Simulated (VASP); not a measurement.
A run of VASP 6.6.1 is set up as follows.

Contents of INCAR:

```
PREC = Accurate
ENCUT = 520
EDIFF = 1E-6
ISMEAR = -1
SIGMA = 0.05
LREAL = F
LASPH = T
NELM = 60
ALGO = Normal
ISIF = 2
LWAVE = F
LCHARG = F
GGA = PE
NBANDS = 14
```

File KPOINTS:

```
Automatic mesh
0
Gamma
  6 6 6
```

The input POSCAR:

```
Li
1.0
    4.3942378137      0.0000000000      0.0000000000
    0.0000000000      4.3942378137      0.0000000000
    0.0000000000      0.0000000000      4.3942378137
Li
4
Direct
    0.6254320000      0.8745680000      0.1254320000
    0.1254320000      0.6254320000      0.8745680000
    0.3745680000      0.3745680000      0.3745680000
    0.8745680000      0.1254320000      0.6254320000
```

Potentials or basis: VASP PAW PBE potentials, release 64 (Li_sv).

The run is started by

```console
$ cat potpaw_PBE.64/Li_sv/POTCAR > POTCAR
$ mpirun -np 1 vasp_std > vasp.out
```

Problem. What does it give for the largest force?

Solution. 0.005 eV/Å.

Problem. Predict the band gap on the k mesh.

Solution. Zero (bands 6 and 7 overlap by 2.41 eV).

Forces on the atoms (eV/Å):
```
Li   0.003 -0.003  0.003
Li   0.003  0.003 -0.003
Li  -0.003 -0.003 -0.003
Li  -0.003  0.003  0.003
```
